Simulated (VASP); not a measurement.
A run of VASP 6.6.1 is set up as follows.

INCAR

```
  ALGO = Normal
  EDIFF = 1E-6
  ENCUT = 520
  GGA = PE
  ISIF = 2
  ISMEAR = -1
  ISYM = 0
  LASPH = T
  LCHARG = F
  LREAL = Auto
  LWAVE = F
  NBANDS = 104
  NELM = 60
  PREC = Accurate
  SIGMA = 0.1861
```

KPOINTS

```
k-points
0
Gamma
  1 1 1
```

POSCAR

```
In2O3
1.0
    6.5491560000      0.0602710000     -0.0265460000
    0.0602710000      6.5253210000     -0.0478520000
   -0.0265460000     -0.0478520000      6.3657510000
In O
8 12
Direct
    0.0880301312      0.7837270390      0.1450340665
    0.6004212228      0.6926485478      0.1810395034
    0.3288739185      0.8033572990      0.6831441476
    0.2221881167      0.3904228479      0.6278088351
    0.4049267600      0.2747471814      0.1335345017
    0.7264860422      0.2497464254      0.4918213365
    0.8239987246      0.7112244524      0.6526181094
    0.8764175015      0.2241468973      0.9959879449
    0.4985588180      0.4488702063      0.4165723855
    0.3630449680      0.6552299877      0.9767006999
    0.6894391370      1.0144458510      0.2452771266
    0.9166848232      0.8721183691      0.9100940209
    0.5801290079      0.3106502927      0.8727709178
    0.1495654142      0.1159688686      0.5654633217
    0.8417359377      0.4986716855      0.1640702188
    0.6135699130      0.9248445410      0.5822113507
    0.8915335436      0.4385042430      0.6494517229
    0.1780370841      0.0586266866      0.2455784992
    0.1447609647      0.1424646861      0.8665196054
    0.0839170646      0.6980007353      0.4646330643
```

Potentials or basis: VASP PAW PBE potentials, release 64 (In_d, O).

Command:

```sh
$ cat potpaw_PBE.64/In_d/POTCAR potpaw_PBE.64/O/POTCAR > POTCAR
$ mpirun -np 1 vasp_gam > vasp.out
```

Q: Predict the largest force.

A: 5.614 eV/Å.

Q: Predict the pressure.

A: 12.5 GPa.

Stress tensor (GPa, compression positive):
```
11.97  0.70  1.64
 0.70 15.17  1.92
 1.64  1.92 10.47
```

Caveat: the k points lie up to 0.99 Å⁻¹ apart; the atoms stand as in a frame of molecular dynamics.
